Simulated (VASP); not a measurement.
# Li (P1) in VASP: notebook

The runs below take Li through single point, with LDA.

Program: VASP 6.6.1. These are calculated values, not measurements. Logs are shortened: lines on timing, memory, paths and dates and some standing lists are left out, and cuts for length are marked.

### 1 The cell of the first run

The typed cell holds 16 atoms: a = 7.205 Å, b = 7.205 Å, c = 7.205 Å, α = 90.00°, β = 90.00°, γ = 90.00°.

### 2 Single point, LDA

File INCAR:

```
SYSTEM = Li
ALGO = Normal
EDIFF = 1E-6
ENCUT = 520
GGA = CA
ISIF = 2
ISMEAR = -1
LASPH = .True.
LCHARG = .False.
LREAL = Auto
LWAVE = .False.
NBANDS = 38
NELM = 60
PREC = Accurate
SIGMA = 0.1
```

File KPOINTS:

```
k-points
0
Gamma
  3 3 3
  0 0 0
```

File POSCAR:

```
Li
1.0
    7.2053150000      0.0000000000      0.0000000000
    0.0000000000      7.2053150000      0.0000000000
    0.0000000000      0.0000000000      7.2053150000
Li
16
Direct
    0.0932228501      0.0404978825      0.0865194651
    0.5345498427      0.0279793458      0.0111723082
    0.1320830526      0.5241824958     -0.1008144682
    0.1418813751      0.0871162468      0.5311079391
    0.2986961708      0.2968641898      0.2766291272
    0.6007648521      0.4721653391     -0.0924456460
    0.6883807301     -0.0230246700      0.4323197528
    0.8612669953      0.2990292583      0.2240013101
    0.0383744500      0.5568250659      0.5542713955
    0.3317967362      0.7590785413      0.2306214232
    0.3194169859      0.2307185737      0.8253629439
    0.5056406278      0.4708607465      0.5837357562
    0.8469719922      0.7416886007      0.1688892158
    0.8374373639      0.1925661820      0.8174243597
    0.4235762073      0.8003952638      0.7759966081
    0.8356886548      0.8182570783      0.7657264117
```

Potentials or basis: VASP PAW LDA potentials, release 64 (Li_sv).

On the command line:

```bash
$ cat potpaw_LDA.64/Li_sv/POTCAR > POTCAR
$ mpirun -np 1 vasp_std > vasp.out
```

OUTCAR:

```text
SYSTEM = Li
   EDIFF = 1E-6
   ENCUT = 520
   GGA = CA
   ISIF = 2
   ISMEAR = -1
   LASPH = .True.
   LREAL = Auto
   NELM = 60
   PREC = Accurate

 ion  position               nearest neighbor table
   1  0.093  0.040  0.087-
   2  0.535  0.028  0.011-  15 2.49  11 2.52
   3  0.132  0.524  0.899-  11 2.56   9 2.59
   4  0.142  0.087  0.531-
   5  0.299  0.297  0.277-
   6  0.601  0.472  0.908-  12 2.43
   7  0.688  0.977  0.432-
   8  0.861  0.299  0.224-
   9  0.038  0.557  0.554-   3 2.59
  10  0.332  0.759  0.231-
  11  0.319  0.231  0.825-   2 2.52   3 2.56
  12  0.506  0.471  0.584-   6 2.43
  13  0.847  0.742  0.169-
  14  0.837  0.193  0.817-
  15  0.424  0.800  0.776-   2 2.49
  16  0.836  0.818  0.766-

  LATTYP: Found a simple cubic cell.
 ALAT       =     7.2053150000

  Lattice vectors:

 A1 = (   7.2053150000,   0.0000000000,   0.0000000000)
 A2 = (   0.0000000000,   7.2053150000,   0.0000000000)
 A3 = (   0.0000000000,   0.0000000000,   7.2053150000)

Analysis of symmetry for initial positions (statically):
=====================================================================
 Subroutine PRICEL returns:
 Original cell was already a primitive cell.

 Routine SETGRP: Setting up the symmetry group for a
 simple cubic supercell.

 Subroutine GETGRP returns: Found  1 space group operations
 (whereof  1 operations were pure point group operations)
 out of a pool of 48 trial point group operations.

The static configuration has the point symmetry C_1 .

Analysis of symmetry for dynamics (positions and initial velocities):
=====================================================================
 Subroutine PRICEL returns:
 Original cell was already a primitive cell.

 Routine SETGRP: Setting up the symmetry group for a
 simple cubic supercell.

 Subroutine GETGRP returns: Found  1 space group operations
 (whereof  1 operations were pure point group operations)
 out of a pool of 48 trial point group operations.

The dynamic configuration has the point symmetry C_1 .

 Subroutine INISYM returns: Found  1 space group operations
 (whereof  1 operations are pure point group operations),
 and found     1 'primitive' translations

----------------------------------------------------------------------------------------

                                     Primitive cell

  volume of cell :     374.0752

  direct lattice vectors                    reciprocal lattice vectors
     7.205315000  0.000000000  0.000000000     0.138786438  0.000000000  0.000000000
     0.000000000  7.205315000  0.000000000     0.000000000  0.138786438  0.000000000
     0.000000000  0.000000000  7.205315000     0.000000000  0.000000000  0.138786438

  length of vectors
     7.205315000  7.205315000  7.205315000     0.138786438  0.138786438  0.138786438

  position of ions in fractional coordinates (direct lattice)
     0.093222850  0.040497882  0.086519465
     0.534549843  0.027979346  0.011172308
     0.132083053  0.524182496  0.899185532
     0.141881375  0.087116247  0.531107939
     0.298696171  0.296864190  0.276629127
     0.600764852  0.472165339  0.907554354
[... 8 lines left out ...]
     0.423576207  0.800395264  0.775996608
     0.835688655  0.818257078  0.765726412

  ion indices of the primitive-cell ions
   primitive index   ion index
                 1           1
                 2           2
                 3           3
                 4           4
                 5           5
                 6           6
[... 8 lines left out ...]
                15          15
                16          16

----------------------------------------------------------------------------------------

 KPOINTS: k-points

Automatic generation of k-mesh.
 Grid dimensions read from file:
 generate k-points for:    3    3    3

 Generating k-lattice:

  Cartesian coordinates                     Fractional coordinates (reciprocal lattice)
     0.046262146  0.000000000  0.000000000     0.333333333  0.000000000  0.000000000
     0.000000000  0.046262146  0.000000000     0.000000000  0.333333333  0.000000000
     0.000000000  0.000000000  0.046262146     0.000000000  0.000000000  0.333333333

  Length of vectors
     0.046262146  0.046262146  0.046262146

  Shift w.r.t. Gamma in fractional coordinates (k-lattice)
     0.000000000  0.000000000  0.000000000

 Subroutine IBZKPT returns following result:
 ===========================================

 Found     14 irreducible k-points:

 Following reciprocal coordinates:
            Coordinates               Weight
  0.000000  0.000000  0.000000      1.000000
  0.333333  0.000000  0.000000      2.000000
  0.000000  0.333333  0.000000      2.000000
  0.000000  0.000000  0.333333      2.000000
  0.333333  0.333333  0.000000      2.000000
  0.000000  0.333333  0.333333      2.000000
  0.333333  0.000000  0.333333      2.000000
 -0.333333  0.333333  0.000000      2.000000
 -0.333333  0.000000  0.333333      2.000000
  0.000000 -0.333333  0.333333      2.000000
  0.333333  0.333333  0.333333      2.000000
 -0.333333  0.333333  0.333333      2.000000
 -0.333333 -0.333333  0.333333      2.000000
  0.333333 -0.333333  0.333333      2.000000
   k-points           NKPTS =     14   k-points in BZ     NKDIM =     14   number of bands    NBANDS=     38
   number of dos      NEDOS =    301   number of ions     NIONS =     16
   total plane-waves  NPLWV = 157464
   dimension x,y,z NGX =    54 NGY =   54 NGZ =   54
   dimension x,y,z NGXF=   108 NGYF=  108 NGZF=  108
   ions per type =              16
   NGX,Y,Z   is equivalent  to a cutoff of  12.46, 12.46, 12.46 a.u.
   NGXF,Y,Z  is equivalent  to a cutoff of  24.92, 24.92, 24.92 a.u.
 SYSTEM =  Li
   PREC   = accura    normal or accurate (medium, high low for compatibility)
   ISTART =      0    job   : 0-new  1-cont  2-samecut
   ICHARG =      2    charge: 1-file 2-atom 10-const
   ISPIN  =      1    spin polarized calculation?
   LNONCOLLINEAR =      F non collinear calculations
   LSORBIT =      F    spin-orbit coupling
   LASPH  =      T    aspherical Exc in radial PAW
   ENCUT  =  520.0 eV  38.22 Ry    6.18 a.u.  13.40 13.40 13.40*2*pi/ulx,y,z
   NELM   =     60;   NELMIN=  2; NELMDL= -5     # of ELM steps
   EDIFF  = 0.1E-05   stopping-criterion for ELM
   LREAL  =      T    real-space projection
[... 6 lines left out ...]
   POTIM  = 0.5000    time-step for ionic-motion
   TEBEG  =    0.0;   TEEND  =   0.0 temperature during run
   PSTRESS=    0.0 pullay stress
   NELECT =      48.0000    total number of electrons
   NUPDOWN=      -1.0000    fix difference up-down
   EMIN   =  10.00;   EMAX   =-10.00  energy-range for DOS
   EFERMI =   0.00;   METHOD = LEGACY
   ISMEAR =    -1;   SIGMA  =   0.10  broadening in eV -4-tet -1-fermi 0-gaus
   EFERMI_NEDOS =   21; number of points for ismear=-14 and -15
   IALGO  =     38    algorithm
   IMIX   =      4    mixing-type and parameters
     AMIX     =   0.40;   BMIX     =  1.00
     AMIX_MAG =   1.60;   BMIX_MAG =  1.00
  volume/ion in A,a.u.               =      23.38       157.77
  Fermi-wavevector in a.u.,A,eV,Ry     =   0.825725  1.560395  9.276756  0.681822
  Thomas-Fermi vector in A             =   1.937634
   LORBIT       =      0    0 simple, 1 ext, 2 COOP (PROOUT), +10 PAW based schemes
   GGA     = CA    functional components
   LHFCALC =     F    Hartree Fock is set to
   AEXX    =    0.0000 exact exchange contribution
   IVDW    =     0    specifies the selected vdW correction
   LEPSILON=     F    determine dielectric tensor
   LRPA    =     F    only Hartree local field effects (RPA)
 non-spin polarized calculation
  energy-cutoff  :      520.00
  volume of cell :      374.08
 maximum number of plane-waves:     10083
 NGX is ok and might be reduce to    54
   NGX = 27   NGY = 27   NGZ = 27

 number of electron      47.9999982 magnetization

 Free energy of the ion-electron system (eV)
  ---------------------------------------------------
  ext. energy  EPLUGINS =         0.00000000
  ---------------------------------------------------
  free energy    TOTEN  =       -30.56354121 eV

  energy without entropy =      -30.30097354  energy(sigma->0) =      -30.43225738

 E-fermi :   0.1890     XC(G=0):  -6.7568

 val. band max:        0.1696708809   @ k =  -0.3333   0.0000   0.3333
 cond. band min:       0.1911204748   @ k =   0.3333   0.0000   0.3333
 fundamental gap:      0.0214495939
 Fermi energy:         0.1890193556

 k-point     1 :       0.0000    0.0000    0.0000
  band No.  band energies     occupation
      1     -45.9956      2.00000
      2     -45.9771      2.00000
      3     -45.9503      2.00000
      4     -45.8944      2.00000
      5     -45.8801      2.00000
      6     -45.8675      2.00000
[... 28 lines left out ...]
     35       2.8635      0.00000
     36       3.1263      0.00000

 k-point     2 :       0.3333    0.0000    0.0000
  band No.  band energies     occupation
      1     -45.9956      2.00000
      2     -45.9771      2.00000
      3     -45.9503      2.00000
      4     -45.8944      2.00000
      5     -45.8801      2.00000
      6     -45.8675      2.00000
[... 28 lines left out ...]
     35       2.9762      0.00000
     36       3.1749      0.00000

 k-point     3 :       0.0000    0.3333    0.0000
  band No.  band energies     occupation
      1     -45.9956      2.00000
      2     -45.9771      2.00000
      3     -45.9503      2.00000
      4     -45.8944      2.00000
      5     -45.8801      2.00000
      6     -45.8675      2.00000
[... 28 lines left out ...]
     35       3.0153      0.00000
     36       3.2304      0.00000

 k-point     4 :       0.0000    0.0000    0.3333
  band No.  band energies     occupation
      1     -45.9956      2.00000
      2     -45.9771      2.00000
      3     -45.9503      2.00000
      4     -45.8944      2.00000
      5     -45.8801      2.00000
      6     -45.8675      2.00000
[... 28 lines left out ...]
     35       2.9437      0.00000
     36       3.1515      0.00000

 k-point     5 :       0.3333    0.3333    0.0000
  band No.  band energies     occupation
      1     -45.9956      2.00000
      2     -45.9771      2.00000
      3     -45.9503      2.00000
      4     -45.8944      2.00000
      5     -45.8801      2.00000
      6     -45.8675      2.00000
[... 265 lines left out ...]
 k-point    12 :      -0.3333    0.3333    0.3333
  band No.  band energies     occupation
      1     -45.9956      2.00000
      2     -45.9771      2.00000
      3     -45.9503      2.00000
      4     -45.8944      2.00000
      5     -45.8801      2.00000
      6     -45.8675      2.00000
[... 28 lines left out ...]
     35       3.1388      0.00000
     36       3.2773      0.00000

 k-point    13 :      -0.3333   -0.3333    0.3333
  band No.  band energies     occupation
      1     -45.9956      2.00000
      2     -45.9771      2.00000
      3     -45.9503      2.00000
      4     -45.8944      2.00000
      5     -45.8801      2.00000
      6     -45.8675      2.00000
[... 28 lines left out ...]
     35       3.0506      0.00000
     36       3.4523      0.00000

 k-point    14 :       0.3333   -0.3333    0.3333
  band No.  band energies     occupation
      1     -45.9956      2.00000
      2     -45.9771      2.00000
      3     -45.9503      2.00000
      4     -45.8944      2.00000
      5     -45.8801      2.00000
      6     -45.8675      2.00000
[... 28 lines left out ...]
     35       3.0195      0.00000
     36       3.4483      0.00000
 [bands above 36 left out]

------------------------ aborting loop because EDIFF is reached ----------------------------------------

  FORCE on cell =-STRESS in cart. coord.  units (eV):
  Direction    XX          YY          ZZ          XY          YZ          ZX
  --------------------------------------------------------------------------------------
  -------------------------------------------------------------------------------------
  Total       -5.3814835     -2.3945581     -1.6613131     -0.6138386      0.5291200      1.5290739
  in kB      -23.0490847    -10.2559773     -7.1154629     -2.6290923      2.2662396      6.5490777
  external PRESSURE =     -13.4735083 kB  Pullay stress =       0.0000000 kB

 VOLUME and BASIS-vectors are now :
 -----------------------------------------------------------------------------
  energy-cutoff  :      520.00
  volume of cell :      374.08
      direct lattice vectors                 reciprocal lattice vectors
     7.205315000  0.000000000  0.000000000     0.138786438  0.000000000  0.000000000
     0.000000000  7.205315000  0.000000000     0.000000000  0.138786438  0.000000000
     0.000000000  0.000000000  7.205315000     0.000000000  0.000000000  0.138786438

 POSITION                                       TOTAL-FORCE (eV/Angst)
 -----------------------------------------------------------------------------------
      0.67170      0.29180      0.62340        -0.030569     -0.298463     -0.235679
      3.85160      0.20160      0.08050         0.500205      0.153391      0.586431
      0.95170      3.77690      6.47892        -0.069286      0.110485      0.553489
      1.02230      0.62770      3.82680        -0.255668     -0.401742      0.002350
      2.15220      2.13900      1.99320         0.293945      0.290646     -0.312584
      4.32870      3.40210      6.53922         0.201043      0.302154      0.845458
[... 8 lines left out ...]
      3.05200      5.76710      5.59130        -0.418010     -0.019375     -0.334698
      6.02140      5.89580      5.51730         0.037688     -0.173290      0.133393
 -----------------------------------------------------------------------------------
    total drift:                                0.017877      0.005864     -0.008583

  FREE ENERGIE OF THE ION-ELECTRON SYSTEM (eV)
  ---------------------------------------------------
  free  energy   TOTEN  =       -30.5635412130 eV

  energy  without entropy=      -30.3009735445  energy(sigma->0) =      -30.43225738
```

It took 3.1 min on 1 thread of Intel Xeon Platinum 8559C (Emerald Rapids), shared host; peak memory 0.34 GiB.

Results:

```
Free energy            : -30.5635 eV
Largest force          : 0.920 eV/Å
Band gap on the k mesh : zero (band 24 reaches 0.36 eV, above the bottom of band 25 at 0.05 eV)
```

Forces on the atoms (eV/Å):
```
Li  -0.031 -0.298 -0.236
Li   0.500  0.153  0.586
Li  -0.069  0.110  0.553
Li  -0.256 -0.402  0.002
Li   0.294  0.291 -0.313
Li   0.201  0.302  0.845
Li  -0.259  0.192  0.121
Li  -0.135  0.170  0.112
Li   0.020 -0.139 -0.461
Li   0.045 -0.191  0.136
Li  -0.106 -0.047 -0.204
Li   0.131 -0.017 -0.672
Li  -0.058 -0.158 -0.002
Li   0.102  0.227 -0.269
Li  -0.418 -0.019 -0.335
Li   0.038 -0.173  0.133
```

Caveat: the cutoff is under 1.25 times the usual one of these potentials, so pressure, stress and relaxed cells hold a basis-set (Pulay) error.

(Continued in part 2 of 2.)
